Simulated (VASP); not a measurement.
# SiNi2 (P6_3mc) in VASP: notebook

SiNi2 is run at these levels: PBEsol; tasks: single point.

Program: VASP 6.6.1. These are calculated values, not measurements. Logs are shortened: lines on timing, memory, paths and dates and some standing lists are left out, and cuts for length are marked.

### 1 The cell of the first run

It takes space group P6_3mc (No. 186, hexagonal). The conventional cell has a = 3.868 Å, b = 3.868 Å, c = 4.917 Å, α = 90.00°, β = 90.00°, γ = 120.00°. Within 3.0 Å of Si (site symmetry 3m) lie 11 Ni at 2.23 to 2.57 Å. Ni (site symmetry 3m) has 8 Ni at 2.46 to 2.55 Å and 6 Si at 2.53 to 2.57 Å within 3.2 Å. Within 3.0 Å of Ni (site symmetry 3m) lie 5 Si at 2.23 to 2.51 Å and 6 Ni at 2.55 Å.

### 2 Single point, PBEsol

Input file INCAR:

```
PREC = Accurate
ENCUT = 520
EDIFF = 1E-6
ISMEAR = 0
SIGMA = 0.15
LREAL = False
LASPH = True
NELM = 60
ALGO = Fast
ISIF = 2
LWAVE = False
LCHARG = True
GGA = PS
LELF = True
LVHAR = True
NBANDS = 33
```

Input file KPOINTS:

```
Automatic mesh
0
Gamma
  12 12 10
```

Input file POSCAR:

```
SiNi2
1.0
    3.8684636537      0.0000000000      0.0000000000
   -1.9342318269      3.3501877977      0.0000000000
    0.0000000000      0.0000000000      4.9169852589
Si Ni
2 4
Direct
    0.3333333333      0.6666666667      0.7500000000
    0.6666666667      0.3333333333      0.2500000000
    0.0000000000      0.0000000000      0.0101688326
    0.0000000000      0.0000000000      0.5101688326
    0.3333333333      0.6666666667      0.2601688326
    0.6666666667      0.3333333333      0.7601688326
```

Potentials or basis: VASP PAW PBE potentials, release 64 (Si, Ni).

Launch:

```bash
$ cat potpaw_PBE.64/Si/POTCAR potpaw_PBE.64/Ni/POTCAR > POTCAR
$ mpirun -np 1 vasp_std > vasp.out
```

OUTCAR:

```text
PREC = Accurate
   ENCUT = 520
   EDIFF = 1E-6
   ISMEAR = 0
   LREAL = False
   LASPH = True
   NELM = 60
   ISIF = 2
   GGA = PS

 ion  position               nearest neighbor table
   1  0.333  0.667  0.750-   6 2.23   6 2.23   6 2.23   5 2.41   5 2.51   4 2.53   4 2.53   4 2.53
                             3 2.57   3 2.57   3 2.57
   2  0.667  0.333  0.250-   5 2.23   5 2.23   5 2.23   6 2.41   6 2.51   3 2.53   3 2.53   3 2.53
                             4 2.57   4 2.57   4 2.57
   3  0.000  0.000  0.010-   4 2.46   4 2.46   2 2.53   2 2.53   2 2.53   5 2.55   6 2.55   6 2.55
                             5 2.55   6 2.55   5 2.55   1 2.57   1 2.57   1 2.57
   4  0.000  0.000  0.510-   3 2.46   3 2.46   1 2.53   1 2.53   1 2.53   5 2.55   6 2.55   6 2.55
                             5 2.55   5 2.55   6 2.55   2 2.57   2 2.57   2 2.57
   5  0.333  0.667  0.260-   2 2.23   2 2.23   2 2.23   1 2.41   1 2.51   3 2.55   4 2.55   4 2.55
                             3 2.55   4 2.55   3 2.55
   6  0.667  0.333  0.760-   1 2.23   1 2.23   1 2.23   2 2.41   2 2.51   3 2.55   4 2.55   3 2.55
                             4 2.55   3 2.55   4 2.55

  LATTYP: Found a hexagonal cell.
 ALAT       =     3.8684636537
 C/A-ratio  =     1.2710434165

  Lattice vectors:

 A1 = (   3.8684636537,   0.0000000000,   0.0000000000)
 A2 = (  -1.9342318269,   3.3501877977,   0.0000000000)
 A3 = (   0.0000000000,   0.0000000000,   4.9169852589)

Analysis of symmetry for initial positions (statically):
=====================================================================
 Subroutine PRICEL returns:
 Original cell was already a primitive cell.

 Routine SETGRP: Setting up the symmetry group for a
 hexagonal supercell.

 Subroutine GETGRP returns: Found 12 space group operations
 (whereof  6 operations were pure point group operations)
 out of a pool of 24 trial point group operations.

The static configuration has the point symmetry C_3v.
 The point group associated with its full space group is C_6v.

Analysis of symmetry for dynamics (positions and initial velocities):
=====================================================================
 Subroutine PRICEL returns:
 Original cell was already a primitive cell.

 Routine SETGRP: Setting up the symmetry group for a
 hexagonal supercell.

 Subroutine GETGRP returns: Found 12 space group operations
 (whereof  6 operations were pure point group operations)
 out of a pool of 24 trial point group operations.

The dynamic configuration has the point symmetry C_3v.
 The point group associated with its full space group is C_6v.

 Subroutine INISYM returns: Found 12 space group operations
 (whereof  6 operations are pure point group operations),
 and found     1 'primitive' translations

----------------------------------------------------------------------------------------

                                     Primitive cell

  volume of cell :      63.7245

  direct lattice vectors                    reciprocal lattice vectors
     3.868463654  0.000000000  0.000000000     0.258500555  0.149245365  0.000000000
    -1.934231827  3.350187798  0.000000000     0.000000000  0.298490730  0.000000000
     0.000000000  0.000000000  4.916985259     0.000000000  0.000000000  0.203376652

  length of vectors
     3.868463654  3.868463654  4.916985259     0.298490730  0.298490730  0.203376652

  position of ions in fractional coordinates (direct lattice)
     0.333333333  0.666666667  0.750000000
     0.666666667  0.333333333  0.250000000
     0.000000000  0.000000000  0.010168833
     0.000000000  0.000000000  0.510168833
     0.333333333  0.666666667  0.260168833
     0.666666667  0.333333333  0.760168833

  ion indices of the primitive-cell ions
   primitive index   ion index
                 1           1
                 2           2
                 3           3
                 4           4
                 5           5
                 6           6

----------------------------------------------------------------------------------------

 KPOINTS: Automatic mesh

Automatic generation of k-mesh.
 Grid dimensions read from file:
 generate k-points for:   12   12   10

 Generating k-lattice:

  Cartesian coordinates                     Fractional coordinates (reciprocal lattice)
     0.021541713  0.012437114  0.000000000     0.083333333  0.000000000  0.000000000
     0.000000000  0.024874227  0.000000000     0.000000000  0.083333333  0.000000000
     0.000000000  0.000000000  0.020337665     0.000000000  0.000000000  0.100000000

  Length of vectors
     0.024874227  0.024874227  0.020337665

  Shift w.r.t. Gamma in fractional coordinates (k-lattice)
     0.000000000  0.000000000  0.000000000

 Subroutine IBZKPT returns following result:
 ===========================================

 Found    114 irreducible k-points:

 Following reciprocal coordinates:
            Coordinates               Weight
  0.000000  0.000000  0.000000      1.000000
  0.083333 -0.000000  0.000000      6.000000
  0.166667  0.000000  0.000000      6.000000
  0.250000  0.000000  0.000000      6.000000
  0.333333  0.000000  0.000000      6.000000
  0.416667 -0.000000  0.000000      6.000000
[... 16 lines left out ...]
  0.250000  0.000000  0.100000     12.000000
  0.333333  0.000000  0.100000     12.000000
 [... further k-points ...]
   k-points           NKPTS =    114   k-points in BZ     NKDIM =    114   number of bands    NBANDS=     33
   number of dos      NEDOS =    301   number of ions     NIONS =      6
   total plane-waves  NPLWV =  36000
   dimension x,y,z NGX =    30 NGY =   30 NGZ =   40
   dimension x,y,z NGXF=    60 NGYF=   60 NGZF=   80
   ions per type =               2   4
   NGX,Y,Z   is equivalent  to a cutoff of  12.89, 12.89, 13.52 a.u.
   NGXF,Y,Z  is equivalent  to a cutoff of  25.78, 25.78, 27.05 a.u.
 SYSTEM =  unknown system
   PREC   = accura    normal or accurate (medium, high low for compatibility)
   ISTART =      0    job   : 0-new  1-cont  2-samecut
   ICHARG =      2    charge: 1-file 2-atom 10-const
   ISPIN  =      1    spin polarized calculation?
   LNONCOLLINEAR =      F non collinear calculations
   LSORBIT =      F    spin-orbit coupling
   LASPH  =      T    aspherical Exc in radial PAW
   ENCUT  =  520.0 eV  38.22 Ry    6.18 a.u.   7.19  7.19  9.14*2*pi/ulx,y,z
   NELM   =     60;   NELMIN=  2; NELMDL= -5     # of ELM steps
   EDIFF  = 0.1E-05   stopping-criterion for ELM
   LREAL  =      F    real-space projection
   EDIFFG = 0.1E-04   stopping-criterion for IOM
   NSW    =      0    number of steps for IOM
   IBRION =     -1    ionic relax: 0-MD 1-quasi-New 2-CG
   NFREE  =      0    steps in history (QN), initial steepest desc. (CG)
   ISIF   =      2    stress and relaxation
   ISYM   =      2    0-nonsym 1-usesym 2-fastsym
   POTIM  = 0.5000    time-step for ionic-motion
   TEBEG  =    0.0;   TEEND  =   0.0 temperature during run
   PSTRESS=    0.0 pullay stress
   NELECT =      48.0000    total number of electrons
   NUPDOWN=      -1.0000    fix difference up-down
   EMIN   =  10.00;   EMAX   =-10.00  energy-range for DOS
   EFERMI =   0.00;   METHOD = LEGACY
   ISMEAR =     0;   SIGMA  =   0.15  broadening in eV -4-tet -1-fermi 0-gaus
   EFERMI_NEDOS =   21; number of points for ismear=-14 and -15
   IALGO  =     68    algorithm
   IMIX   =      4    mixing-type and parameters
     AMIX     =   0.40;   BMIX     =  1.00
     AMIX_MAG =   1.60;   BMIX_MAG =  1.00
  volume/ion in A,a.u.               =      10.62        71.67
  Fermi-wavevector in a.u.,A,eV,Ry     =   1.489543  2.814828 30.187769  2.218738
  Thomas-Fermi vector in A             =   2.602438
   LORBIT       =      0    0 simple, 1 ext, 2 COOP (PROOUT), +10 PAW based schemes
   GGA     = PS    functional components
   LHFCALC =     F    Hartree Fock is set to
   AEXX    =    0.0000 exact exchange contribution
   IVDW    =     0    specifies the selected vdW correction
   LEPSILON=     F    determine dielectric tensor
   LRPA    =     F    only Hartree local field effects (RPA)
 non-spin polarized calculation
 RMM-DIIS sequential band-by-band and
 Gauss-broadening in eV      SIGMA  =   0.15
  energy-cutoff  :      520.00
  volume of cell :       63.72
 maximum number of plane-waves:      1737
 NGX is ok and might be reduce to    30
   NGX = 15   NGY = 15   NGZ = 19

 number of electron      47.9999988 magnetization

 Free energy of the ion-electron system (eV)
  ---------------------------------------------------
  ext. energy  EPLUGINS =         0.00000000
  ---------------------------------------------------
  free energy    TOTEN  =       -39.56427903 eV

  energy without entropy =      -39.52489748  energy(sigma->0) =      -39.54458826

 E-fermi :  11.4040     XC(G=0): -13.2172

 val. band max:       11.3964185413   @ k =   0.1667   0.1667   0.1000
 cond. band min:      11.4043568053   @ k =   0.1667   0.0833   0.2000
 fundamental gap:      0.0079382640
 Fermi energy:        11.4040298403

 k-point     1 :       0.0000    0.0000    0.0000
  band No.  band energies     occupation
      1      -1.3970      2.00000
      2       3.1185      2.00000
      3       4.8117      2.00000
      4       6.1978      2.00000
      5       6.1978      2.00000
      6       7.3555      2.00000
[... 25 lines left out ...]
     32      17.0864      0.00000
     33      19.7610      0.00000

 k-point     2 :       0.0833   -0.0000    0.0000
  band No.  band energies     occupation
      1      -1.3059      2.00000
      2       3.1343      2.00000
      3       4.8751      2.00000
      4       6.1852      2.00000
      5       6.2451      2.00000
      6       7.0396      2.00000
[... 25 lines left out ...]
     32      17.6121      0.00000
     33      19.1890      0.00000
[... 754 lines left out ...]
     32      18.1301      0.00000
     33      18.8715      0.00000

 k-point    24 :       0.3333    0.0000    0.1000
  band No.  band energies     occupation
      1       0.0545      2.00000
      2       2.8936      2.00000
      3       4.8270      2.00000
      4       5.7025      2.00000
      5       6.7000      2.00000
      6       6.9072      2.00000
[... 25 lines left out ...]
     32      18.4968      0.00000
     33      19.8109      0.00000

 [... further k-points ...]

------------------------ aborting loop because EDIFF is reached ----------------------------------------

  FORCE on cell =-STRESS in cart. coord.  units (eV):
  Direction    XX          YY          ZZ          XY          YZ          ZX
  --------------------------------------------------------------------------------------
  -------------------------------------------------------------------------------------
  Total        0.1625064      0.1625064      0.2061025     -0.0000000      0.0000000      0.0000000
  in kB        4.0857762      4.0857762      5.1818787     -0.0000000      0.0000000      0.0000000
  external PRESSURE =       4.4511437 kB  Pullay stress =       0.0000000 kB

 VOLUME and BASIS-vectors are now :
 -----------------------------------------------------------------------------
  energy-cutoff  :      520.00
  volume of cell :       63.72
      direct lattice vectors                 reciprocal lattice vectors
     3.868463654  0.000000000  0.000000000     0.258500555  0.149245365  0.000000000
    -1.934231827  3.350187798  0.000000000     0.000000000  0.298490730  0.000000000
     0.000000000  0.000000000  4.916985259     0.000000000  0.000000000  0.203376652

 POSITION                                       TOTAL-FORCE (eV/Angst)
 -----------------------------------------------------------------------------------
     -0.00000      2.23346      3.68774         0.000000     -0.000000      0.138612
      1.93423      1.11673      1.22925        -0.000000      0.000000      0.138612
      0.00000      0.00000      0.05000         0.000000      0.000000     -0.070940
      0.00000      0.00000      2.50849         0.000000     -0.000000     -0.070940
     -0.00000      2.23346      1.27925        -0.000000      0.000000     -0.067672
      1.93423      1.11673      3.73774         0.000000      0.000000     -0.067672
 -----------------------------------------------------------------------------------
    total drift:                                0.000000      0.000000     -0.000724

  FREE ENERGIE OF THE ION-ELECTRON SYSTEM (eV)
  ---------------------------------------------------
  free  energy   TOTEN  =       -39.5642790308 eV

  energy  without entropy=      -39.5248974848  energy(sigma->0) =      -39.54458826
```

Wall time 3 min (1 thread of Intel Xeon 6975P-C (Granite Rapids), shared host); peak memory 0.31 GiB.

Results:

| Quantity | Value |
| --- | --- |
| Free energy | -39.5643 eV |
| Pressure | 0.4 GPa |
| Largest force | 0.139 eV/Å |
| Band gap on the k mesh | zero (bands 24 and 25 overlap by 3.38 eV) |

Forces on the atoms (eV/Å):
```
Si   0.000  0.000  0.139
Si   0.000  0.000  0.139
Ni   0.000  0.000 -0.071
Ni   0.000  0.000 -0.071
Ni   0.000  0.000 -0.068
Ni   0.000  0.000 -0.068
```

Stress tensor (GPa, compression positive):
```
0.41 0.00 0.00
0.00 0.41 0.00
0.00 0.00 0.52
```

Levels at points of the mesh, in eV from the Fermi level:
| k point | band 21 | band 22 | band 23 | band 24 | band 25 | band 26 | band 27 | band 28 |
| --- | --- | --- | --- | --- | --- | --- | --- | --- |
| (0.00, 0.00, 0.00) | -0.65 | -0.65 | 0.14 | 2.75 | 2.75 | 2.76 | 2.88 | 2.88 |
| (0.50, 0.00, 0.00) | -1.37 | -1.25 | -1.04 | -0.71 | -0.57 | 1.21 | 1.87 | 3.01 |
| (0.00, 0.00, 0.50) | -1.28 | -1.28 | 2.23 | 2.23 | 3.32 | 3.32 | 3.32 | 3.33 |
| (0.50, 0.00, 0.50) | -1.30 | -1.30 | -0.94 | -0.94 | 0.97 | 0.97 | 2.95 | 2.95 |

Caveat: the cell differs from its parent crystal (all Ni atoms moved -0.050 Å, as atom 3 towards its neighbour atom 4 (Ni) at 2.458 Å); the PAW data sets were made with another functional, which shifts forces and pressure a little. Spin polarisation is off, so any magnetic state and its effect on volume and gap are missing.

### 3 Single point, PBEsol

Input file INCAR:

```
SYSTEM = SiNi2
ALGO = Fast
EDIFF = 1E-6
ENCUT = 520
GGA = PS
ISIF = 2
ISMEAR = 0
LASPH = .True.
LCHARG = .False.
LREAL = .False.
LWAVE = .False.
NBANDS = 33
NELM = 60
PREC = Accurate
SIGMA = 0.15
```

Input file KPOINTS:

```
k-points
0
Gamma
  12 12 10
  0 0 0
```

Input file POSCAR:

```
SiNi2
1.0
    3.8684636537      0.0000000000      0.0000000000
   -1.9342318269      3.3501877977      0.0000000000
    0.0000000000      0.0000000000      4.9169852589
Si Ni
2 4
Direct
    0.3333333333      0.6666666667      0.7500000000
    0.6666666667      0.3333333333      0.2500000000
    0.0000000000      0.0000000000     -0.0050844163
    0.0000000000      0.0000000000      0.4949155837
    0.3333333333      0.6666666667      0.2449155837
    0.6666666667      0.3333333333      0.7449155837
```

Potentials or basis: VASP PAW PBE potentials, release 64 (Si, Ni).

Launch:

```bash
$ cat potpaw_PBE.64/Si/POTCAR potpaw_PBE.64/Ni/POTCAR > POTCAR
$ mpirun -np 1 vasp_std > vasp.out
```

Run time: 2.6 min. Hardware: 1 thread of Intel Xeon 6975P-C (Granite Rapids), shared host; peak memory 0.31 GiB.

The run converged. Its results:

| Item | Value |
| --- | --- |
| Free energy | -39.5694 eV |
| Pressure | 0.4 GPa |
| Largest force | 0.068 eV/Å |
| Band gap on the k mesh | zero (bands 24 and 25 overlap by 3.38 eV) |

Forces in eV/Å, atoms in the order of the input:
```
Si   0.000  0.000 -0.068
Si   0.000  0.000 -0.068
Ni   0.000  0.000  0.035
Ni   0.000  0.000  0.035
Ni   0.000  0.000  0.033
Ni   0.000  0.000  0.033
```

Stress tensor (GPa, compression positive):
```
0.40 0.00 0.00
0.00 0.40 0.00
0.00 0.00 0.25
```

Levels at points of the mesh, in eV from the Fermi level:
| k point | band 20 | band 21 | band 22 | band 23 | band 24 | band 25 | band 26 | band 27 | band 28 | band 29 |
| --- | --- | --- | --- | --- | --- | --- | --- | --- | --- | --- |
| (0.00, 0.00, 0.00) | -1.30 | -0.65 | -0.65 | 0.13 | 2.75 | 2.75 | 2.75 | 2.88 | 2.88 | 3.31 |
| (0.50, 0.00, 0.00) | -1.53 | -1.37 | -1.25 | -1.04 | -0.71 | -0.57 | 1.21 | 1.86 | 3.01 | 3.78 |
| (0.00, 0.00, 0.50) | -1.28 | -1.28 | -1.28 | 2.23 | 2.23 | 3.33 | 3.33 | 3.33 | 3.33 | 4.24 |
| (0.50, 0.00, 0.50) | -1.74 | -1.30 | -1.30 | -0.94 | -0.94 | 0.97 | 0.97 | 2.95 | 2.95 | 5.78 |

Caveat: the cell differs from its parent crystal (all Ni atoms moved +0.025 Å, as atom 3 towards its neighbour atom 4 (Ni) at 2.458 Å); the PAW data sets were made with another functional, which shifts forces and pressure a little.

(Continued in part 2 of 2.)
